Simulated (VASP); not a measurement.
# NaF (Fm-3m) in VASP: a series of runs

Aim: see how the results for NaF move with the level of theory and the settings. Levels: PBE, PBEsol. Tasks: single point.

Everything below comes from runs of VASP 6.6.1. Logs are shortened: lines on timing, memory, paths and dates and some standing lists are left out, and cuts for length are marked.

**1. The cell of the first run**

The structure is cubic, space group Fm-3m (No. 225). The conventional cell has a = 4.640 Å, b = 4.640 Å, c = 4.640 Å, α = 90.00°, β = 90.00°, γ = 90.00°. Na (site symmetry m-3m) has 6 F at 2.32 Å within 3.1 Å. Within 3.1 Å of F (site symmetry m-3m) lie 6 Na at 2.32 Å.

**2. Single point, PBE**

The input, INCAR:

```
  ALGO = Normal
  EDIFF = 1E-6
  ENCUT = 520
  GGA = PE
  ISIF = 2
  ISMEAR = 0
  LASPH = True
  LCHARG = False
  LREAL = False
  LWAVE = False
  NBANDS = 14
  NELM = 100
  PREC = Accurate
  SIGMA = 0.1
```

The input, KPOINTS:

```
k-points
0
Gamma
  10 10 10
```

The input, POSCAR:

```
NaF
1.0
    0.0000000000      2.3200000000      2.3200000000
    2.3200000000      0.0000000000      2.3200000000
    2.3200000000      2.3200000000      0.0000000000
Na F
1 1
Direct
    0.0000000000      0.0000000000      0.0000000000
    0.5000000000      0.5000000000      0.5000000000
```

Potentials or basis: VASP PAW PBE potentials, release 64 (Na_pv, F).

The run is started by

```console
$ cat potpaw_PBE.64/Na_pv/POTCAR potpaw_PBE.64/F/POTCAR > POTCAR
$ mpirun -np 1 vasp_std > vasp.out
```

OUTCAR:

```text
EDIFF = 1E-6
   ENCUT = 520
   GGA = PE
   ISIF = 2
   ISMEAR = 0
   LASPH = True
   LREAL = False
   NELM = 100
   PREC = Accurate

 ion  position               nearest neighbor table
   1  0.000  0.000  0.000-   2 2.32   2 2.32   2 2.32   2 2.32   2 2.32   2 2.32
   2  0.500  0.500  0.500-   1 2.32   1 2.32   1 2.32   1 2.32   1 2.32   1 2.32

  LATTYP: Found a face centered cubic cell.
 ALAT       =     4.6400000000

  Lattice vectors:

 A1 = (   0.0000000000,   2.3200000000,   2.3200000000)
 A2 = (   2.3200000000,   0.0000000000,   2.3200000000)
 A3 = (   2.3200000000,   2.3200000000,   0.0000000000)

Analysis of symmetry for initial positions (statically):
=====================================================================
 Subroutine PRICEL returns:
 Original cell was already a primitive cell.

 Routine SETGRP: Setting up the symmetry group for a
 face centered cubic supercell.

 Subroutine GETGRP returns: Found 48 space group operations
 (whereof 48 operations were pure point group operations)
 out of a pool of 48 trial point group operations.

The static configuration has the point symmetry O_h .

Analysis of symmetry for dynamics (positions and initial velocities):
=====================================================================
 Subroutine PRICEL returns:
 Original cell was already a primitive cell.

 Routine SETGRP: Setting up the symmetry group for a
 face centered cubic supercell.

 Subroutine GETGRP returns: Found 48 space group operations
 (whereof 48 operations were pure point group operations)
 out of a pool of 48 trial point group operations.

The dynamic configuration has the point symmetry O_h .

 Subroutine INISYM returns: Found 48 space group operations
 (whereof 48 operations are pure point group operations),
 and found     1 'primitive' translations

----------------------------------------------------------------------------------------

                                     Primitive cell

  volume of cell :      24.9743

  direct lattice vectors                    reciprocal lattice vectors
     0.000000000  2.320000000  2.320000000    -0.215517241  0.215517241  0.215517241
     2.320000000  0.000000000  2.320000000     0.215517241 -0.215517241  0.215517241
     2.320000000  2.320000000  0.000000000     0.215517241  0.215517241 -0.215517241

  length of vectors
     3.280975465  3.280975465  3.280975465     0.373286812  0.373286812  0.373286812

  position of ions in fractional coordinates (direct lattice)
     0.000000000  0.000000000  0.000000000
     0.500000000  0.500000000  0.500000000

  ion indices of the primitive-cell ions
   primitive index   ion index
[... 87 lines left out ...]
   EMIN   =  10.00;   EMAX   =-10.00  energy-range for DOS
   EFERMI =   0.00;   METHOD = LEGACY
   ISMEAR =     0;   SIGMA  =   0.10  broadening in eV -4-tet -1-fermi 0-gaus
   EFERMI_NEDOS =   21; number of points for ismear=-14 and -15
   IALGO  =     38    algorithm
   IMIX   =      4    mixing-type and parameters
     AMIX     =   0.40;   BMIX     =  1.00
     AMIX_MAG =   1.60;   BMIX_MAG =  1.00
  volume/ion in A,a.u.               =      12.49        84.27
  Fermi-wavevector in a.u.,A,eV,Ry     =   1.349852  2.550851 24.791186  1.822101
  Thomas-Fermi vector in A             =   2.477405
   LORBIT       =      0    0 simple, 1 ext, 2 COOP (PROOUT), +10 PAW based schemes
   GGA     = PE    functional components
   LHFCALC =     F    Hartree Fock is set to
   AEXX    =    0.0000 exact exchange contribution
   IVDW    =     0    specifies the selected vdW correction
   LEPSILON=     F    determine dielectric tensor
   LRPA    =     F    only Hartree local field effects (RPA)
 non-spin polarized calculation
 Gauss-broadening in eV      SIGMA  =   0.10
  energy-cutoff  :      520.00
  volume of cell :       24.97
 maximum number of plane-waves:       692
   NGX = 13   NGY = 13   NGZ = 13

 number of electron      13.9999982 magnetization

 Free energy of the ion-electron system (eV)
  ---------------------------------------------------
  ext. energy  EPLUGINS =         0.00000000
  ---------------------------------------------------
  free energy    TOTEN  =        -8.56280457 eV

  energy without entropy =       -8.56280457  energy(sigma->0) =       -8.56280457

 E-fermi :  -1.5822     XC(G=0):  -9.1368

 val. band max:       -2.1011717580   @ k =   0.0000   0.0000   0.0000
 cond. band min:       4.1769758798   @ k =   0.0000   0.0000   0.0000
 fundamental gap:      6.2781476378
 Fermi energy:        -1.5822058717

 k-point     1 :       0.0000    0.0000    0.0000
  band No.  band energies     occupation
      1     -21.2674      2.00000
      2     -21.0595      2.00000
      3     -21.0595      2.00000
      4     -21.0595      2.00000
      5      -2.1012      2.00000
      6      -2.1012      2.00000
      7      -2.1012      2.00000
      8       4.1770      0.00000
      9      16.8472      0.00000
     10      16.8472      0.00000
     11      16.8472      0.00000
     12      19.7009      0.00000
     13      21.8741      0.00000
     14      21.8741      0.00000
[... 377 lines left out ...]
      1     -21.5398      2.00000
      2     -21.1065      2.00000
      3     -21.0988      2.00000
      4     -20.6657      2.00000
      5      -3.2684      2.00000
      6      -2.4814      2.00000
      7      -2.4259      2.00000
      8       8.4380      0.00000
      9      11.7321      0.00000
     10      14.5921      0.00000
     11      17.4572      0.00000
     12      17.4984      0.00000
     13      23.2021      0.00000
     14      24.4910      0.00000

 [... further k-points ...]

------------------------ aborting loop because EDIFF is reached ----------------------------------------

  FORCE on cell =-STRESS in cart. coord.  units (eV):
  Direction    XX          YY          ZZ          XY          YZ          ZX
  --------------------------------------------------------------------------------------
  -------------------------------------------------------------------------------------
  Total        0.2791449      0.2791449      0.2791449      0.0000000      0.0000000     -0.0000000
  in kB       17.9079684     17.9079684     17.9079684      0.0000000      0.0000000     -0.0000000
  external PRESSURE =      17.9079684 kB  Pullay stress =       0.0000000 kB

 VOLUME and BASIS-vectors are now :
 -----------------------------------------------------------------------------
  energy-cutoff  :      520.00
  volume of cell :       24.97
      direct lattice vectors                 reciprocal lattice vectors
     0.000000000  2.320000000  2.320000000    -0.215517241  0.215517241  0.215517241
     2.320000000  0.000000000  2.320000000     0.215517241 -0.215517241  0.215517241
     2.320000000  2.320000000  0.000000000     0.215517241  0.215517241 -0.215517241

 POSITION                                       TOTAL-FORCE (eV/Angst)
 -----------------------------------------------------------------------------------
      0.00000      0.00000      0.00000         0.000000      0.000000      0.000000
      2.32000      2.32000      2.32000        -0.000000     -0.000000     -0.000000
 -----------------------------------------------------------------------------------
    total drift:                                0.000000     -0.000000      0.000000

  FREE ENERGIE OF THE ION-ELECTRON SYSTEM (eV)
  ---------------------------------------------------
  free  energy   TOTEN  =        -8.5628045718 eV

  energy  without entropy=       -8.5628045718  energy(sigma->0) =       -8.56280457
```

stdout:

```text
POSCAR found type information on POSCAR NaF
 POSCAR found :  2 types and       2 ions
 scaLAPACK will be used
 LDA part: xc-table for (Slater+PW92), standard interpolation
 POSCAR, INCAR and KPOINTS ok, starting setup
 FFT: planning ... GRIDC
 FFT: planning ... GRID_SOFT
 FFT: planning ... GRID
 WAVECAR not read
 entering main loop
```

Run time: 13 s. Hardware: 1 thread of Intel Xeon 8259CL, shared host; peak memory 0.14 GiB.

What came out:

| Property | Result |
| --- | --- |
| Free energy | -8.5628 eV |
| Pressure | 1.8 GPa |
| Band gap on the k mesh | 6.28 eV |

A k mesh can miss the band edges. Expect the measured gap to be larger: semilocal functionals such as PBE lack the derivative discontinuity.

**3. Single point, PBEsol**

The input, INCAR:

```
PREC     = Accurate       # precision mode
ENCUT    = 520            # plane-wave cutoff, eV
EDIFF    = 1E-6           # SCF threshold, eV
ISMEAR   = 0              # smearing method
SIGMA    = 0.05           # smearing width, eV
LREAL    = F              # projectors in reciprocal space
LASPH    = T              # aspherical terms in the spheres
NELM     = 80             # most SCF steps
ALGO     = Normal         # electronic algorithm
ISIF     = 2              # what is computed and relaxed
LWAVE    = F              # write WAVECAR
LCHARG   = F              # write CHGCAR
GGA      = PS             # functional
NBANDS   = 14             # bands
```

The input, KPOINTS:

```
Automatic mesh
0
Gamma
  10 10 10
```

The input, POSCAR:

```
NaF
1.0
    3.2809754600      0.0000000000      0.0000000000
    1.6404877300      2.8414080976      0.0000000000
    1.6404877300      0.9471360325      2.6789052452
Na F
1 1
Direct
    0.0000000000      0.0000000000      0.0000000000
    0.5000000000      0.5000000000      0.5000000000
```

Potentials or basis: VASP PAW PBE potentials, release 64 (Na_pv, F).

The run is started by

```console
$ cat potpaw_PBE.64/Na_pv/POTCAR potpaw_PBE.64/F/POTCAR > POTCAR
$ mpirun -np 1 vasp_std > vasp.out
```

OUTCAR:

```text
PREC = Accurate
   ENCUT = 520
   EDIFF = 1E-6
   ISMEAR = 0
   LREAL = F
   LASPH = T
   NELM = 80
   ISIF = 2
   GGA = PS

 ion  position               nearest neighbor table
   1  0.000  0.000  0.000-   2 2.32   2 2.32   2 2.32   2 2.32   2 2.32   2 2.32
   2  0.500  0.500  0.500-   1 2.32   1 2.32   1 2.32   1 2.32   1 2.32   1 2.32

  LATTYP: Found a face centered cubic cell.
 ALAT       =     4.6399999934

  Lattice vectors:

[... 592 lines left out ...]

 [... further k-points ...]

------------------------ aborting loop because EDIFF is reached ----------------------------------------

  FORCE on cell =-STRESS in cart. coord.  units (eV):
  Direction    XX          YY          ZZ          XY          YZ          ZX
  --------------------------------------------------------------------------------------
  -------------------------------------------------------------------------------------
  Total       -0.0662827     -0.0662827     -0.0662827      0.0000000      0.0000000     -0.0000000
  in kB       -4.2522284     -4.2522284     -4.2522284      0.0000000      0.0000000     -0.0000000
  external PRESSURE =      -4.2522284 kB  Pullay stress =       0.0000000 kB

 VOLUME and BASIS-vectors are now :
 -----------------------------------------------------------------------------
  energy-cutoff  :      520.00
  volume of cell :       24.97
      direct lattice vectors                 reciprocal lattice vectors
     3.280975460  0.000000000  0.000000000     0.304787406 -0.175969091 -0.124428938
     1.640487730  2.841408098  0.000000000     0.000000000  0.351938182 -0.124428937
     1.640487730  0.947136033  2.678905245     0.000000000  0.000000000  0.373286813

 POSITION                                       TOTAL-FORCE (eV/Angst)
 -----------------------------------------------------------------------------------
      0.00000      0.00000      0.00000         0.000000     -0.000000      0.000000
      3.28098      1.89427      1.33945        -0.000000      0.000000      0.000000
 -----------------------------------------------------------------------------------
    total drift:                               -0.000000      0.000000     -0.000000

  FREE ENERGIE OF THE ION-ELECTRON SYSTEM (eV)
  ---------------------------------------------------
  free  energy   TOTEN  =        -8.7687980340 eV

  energy  without entropy=       -8.7687980340  energy(sigma->0) =       -8.76879803
```

stdout:

```text
POSCAR found type information on POSCAR NaF
 POSCAR found :  2 types and       2 ions
 scaLAPACK will be used
 -----------------------------------------------------------------------------
|                                                                             |
|                                                                             |
|     You enforced a specific xc type in the INCAR file but a different       |
|     I HOPE YOU KNOW WHAT YOU ARE DOING!                                     |
|                                                                             |
 -----------------------------------------------------------------------------

 LDA part: xc-table for (Slater+PW92), standard interpolation
 POSCAR, INCAR and KPOINTS ok, starting setup
 FFT: planning ... GRIDC
 FFT: planning ... GRID_SOFT
 FFT: planning ... GRID
 WAVECAR not read
 entering main loop
```

Run time: 14 s. Hardware: 1 thread of Intel Xeon 8259CL, shared host; peak memory 0.14 GiB.

Results:

```yaml
Free_energy: -8.7688 eV
Pressure: -0.4 GPa
Band_gap_on_the_k_mesh: 6.14 eV
```

Caveat: the PAW data sets were made with another functional, which shifts forces and pressure a little. PBEsol gaps usually lie below the measured ones, often by a third to a half.

**4. Single point, PBEsol**

This run uses another cell than the first one, of 12.74 Å³/atom.

The input, INCAR:

```
SYSTEM = NaF
PREC = Accurate ; ENCUT = 520
EDIFF = 1E-6 ; ISMEAR = 0
SIGMA = 0.05 ; LREAL = .False.
LASPH = .True. ; NELM = 80
ALGO = Normal ; ISIF = 2
LWAVE = .False. ; LCHARG = .True.
GGA = PS ; LELF = .True.
LVHAR = .True. ; NBANDS = 14
```

The input, KPOINTS:

```
Automatic mesh
0
Gamma
  10 10 10
  0 0 0
```

The input, POSCAR:

```
NaF
1.0
    3.3027044075      0.0000000000      0.0000000000
    1.6513522038      2.8602259182      0.0000000000
    1.6513522038      0.9534086394      2.6966468566
Na F
1 1
Direct
    0.0000000000      0.0000000000      0.0000000000
    0.5000000000      0.5000000000      0.5000000000
```

The run is started by

```console
$ cat potpaw_PBE.64/Na_pv/POTCAR potpaw_PBE.64/F/POTCAR > POTCAR
$ mpirun -np 1 vasp_std > vasp.out
```

It took 31 s on 1 thread of Intel Xeon 8259CL, shared host; peak memory 0.15 GiB.

Results (log left out):

| Item | Value |
| --- | --- |
| Free energy | -8.7671 eV |
| Pressure | -1.3 GPa |
| Band gap on the k mesh | 6.04 eV |

Levels at points of the mesh, in eV from the valence-band top:
```tsv
k point	band 3	band 4	band 5	band 6	band 7	band 8	band 9	band 10	band 11	band 12
(0.00, 0.00, 0.00)	-18.84	-18.84	0.00	0.00	0.00	6.04	18.68	18.68	18.68	21.31
(0.50, 0.00, 0.00)	-18.85	-18.08	-1.57	-0.25	-0.25	10.46	12.14	19.73	19.73	22.52
(0.50, 0.50, 0.00)	-18.89	-18.77	-1.26	-0.40	-0.40	12.79	13.02	13.30	19.34	19.34
```

Caveat: the PAW data sets were made with another functional, which shifts forces and pressure a little. A k mesh can miss the band edges.

**5. Overview**

| level | cell | smearing | gap on the mesh (eV) | pressure (GPa) |
| --- | --- | --- | --- | --- |
| PBE | a = 3.281 Å, angles 60.0°, 2 atoms | gaussian 0.1 eV | 6.28 | 1.8 |
| PBEsol | a = 3.281 Å, angles 60.0°, 2 atoms | gaussian 0.05 eV | 6.14 | -0.4 |
| PBEsol | a = 3.303 Å, angles 60.0°, 2 atoms | gaussian 0.05 eV | 6.04 | -1.3 |

Alike in all rows: task single point; potentials or basis VASP PAW PBE potentials, release 64 (Na_pv, F); no spin polarisation; k mesh 10 × 10 × 10; cutoff (eV) 520.

Caveats: the PAW data sets were made with another functional, which shifts forces and pressure a little (at least some runs).

Absolute energies hang on the potentials; compare differences alone.
